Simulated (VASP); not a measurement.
## Nb: single point with r2SCAN

The system is Nb.

```
CELL_PARAMETERS angstrom
0.00000 2.56979 2.56979
2.56979 0.00000 2.56979
2.56979 2.56979 0.00000
ATOMIC_POSITIONS crystal
Nb 0.00000 0.00000 0.00000
Nb 0.25000 0.25000 0.25000
```

This isn't the form of Nb at room conditions, which is bcc.

```json
{
  "Program": "VASP 6.6.1",
  "Task": "single point",
  "Functional": "r2SCAN",
  "Potentials or basis": "VASP PAW PBE potentials, release 64 (Nb_sv)",
  "Cutoff": "550 eV",
  "k mesh": "5 × 5 × 5",
  "Occupations": "methfessel-paxton, width 0.05 eV",
  "Spin": "no spin polarisation",
  "Dipole correction": "no",
  "Further INCAR settings": "ALGO = Normal; EDIFF = 1e-06; NBANDS = 20"
}
```

The pressure is 60.4 GPa and the band gap on the k mesh is zero (bands 13 and 14 overlap by 2.35 eV).

Levels at points of the mesh, in eV from the Fermi level:
```
           k point  band 9  band 10  band 11  band 12  band 13  band 14  band 15  band 16  band 17  band 18
(0.00, 0.00, 0.00)   -5.48    -3.28    -3.28    -0.81    -0.81    -0.81     3.23     3.23     3.23     8.32
```

It took 22 s on 1 thread of Intel(R) Xeon(R) 6975P-C (Granite Rapids), on a shared host, peak memory 0.16 GiB.

Caveat: the k points lie up to 0.42 Å⁻¹ apart, too coarse for converged energies and pressures of a metal; the PAW data sets were made with another functional, which shifts forces and pressure a little.
